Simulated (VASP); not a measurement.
Set up this calculation in VASP 6.6.1, as the native input.

* Task: single point
* Functional: PBE
* Potentials or basis: VASP PAW PBE potentials, release 64 (Ga_d, Sb)
* Cutoff: 520 eV
* k mesh: 14 × 14 × 14
* Occupations: gaussian, width 0.15 eV
* Spin: no spin polarisation
* Dipole correction: no
* Further INCAR settings: ALGO = Normal; EDIFF = 1e-06; NBANDS = 16

The structure of GaSb lies in POSCAR:

```
GaSb
1.0
    0.0000000000      3.0924021133      3.1762552520
    3.1762552520      0.0000000000      3.1762552520
    3.1762552520      3.0924021133      0.0000000000
Ga Sb
1 1
Direct
    0.0000000000      0.0000000000      0.0000000000
    0.7500000000      0.7500000000      0.7500000000
```

These files were run (other wordings do the same):

INCAR

```
SYSTEM = GaSb
PREC = Accurate
ENCUT = 520
EDIFF = 1E-6
ISMEAR = 0
SIGMA = 0.15
LREAL = .FALSE.
LASPH = .TRUE.
NELM = 100
ALGO = Normal
ISIF = 2
LWAVE = .FALSE.
LCHARG = .FALSE.
GGA = PE
NBANDS = 16
```

KPOINTS

```
Automatic mesh
0
G
  14 14 14
  0 0 0
```

Potentials or basis: VASP PAW PBE potentials, release 64 (Ga_d, Sb).

The run is started by

```bash
$ cat potpaw_PBE.64/Ga_d/POTCAR potpaw_PBE.64/Sb/POTCAR > POTCAR
$ mpirun -np 1 vasp_std > vasp.out
```

It gave:

- Pressure: -1.5 GPa
- Band gap on the k mesh: 0.12 eV (least direct gap 0.14 eV)

Caveat: semilocal functionals underestimate gaps, and a narrow one can read as zero; spin-orbit coupling is left out, which moves the levels of the heavy elements.

It took 2.3 min on 1 thread of AMD EPYC 9R45 96-Core Processor (Zen 5), on a shared host, peak memory 0.37 GiB.
